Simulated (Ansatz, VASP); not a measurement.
One calculation of MgB3, two programs

```xyz
4
Lattice="3.5197 0.0000 0.0000 -1.7598 3.0481 0.0000 0.0000 0.0000 3.7147" Properties=species:S:1:pos:R:3 pbc="T T T"
Mg    0.0000    0.0000    0.0000
B     0.0000    0.0000    1.8573
B     0.0000    2.0321    0.0000
B     1.7598    1.0160    0.0000
```

Alike in both runs: task relaxation of cell and atoms; functional PBE; k mesh 6 × 6 × 6; occupations gaussian, width 0.1 eV; no spin polarisation.

```csv
,VASP,Ansatz
version,VASP 6.6.1,Ansatz 0.2.0
potentials or method,"VASP PAW PBE potentials, release 64 (Mg, B), cutoff 600 eV","scalar-relativistic, plane waves, PAW"
valence electrons in the cell,11,19
```

Ansatz gave:

| Item | Value |
| --- | --- |
| gap on the k mesh at the Fermi level, each at its own relaxed structure (eV) | none |
| relaxed volume (Å³/atom) | 13.80 |
| relaxed cell length with the largest relative difference (Å) | 4.710 |

**Question.** Which values does VASP return?

**Answer.** gap on the k mesh at the Fermi level, each at its own relaxed structure (eV): none; relaxed volume (Å³/atom): 13.78; relaxed cell length with the largest relative difference (Å): 4.696.

A gap of «none» marks a metal or a gap that the smearing closes. VASP's potentials hold 11 valence electrons a cell and Ansatz's 19, so a difference there can come from the potentials and not from the codes.

Noted on VASP's run: the volume moved by over 15 % at a fixed basis, so the end points are rough.
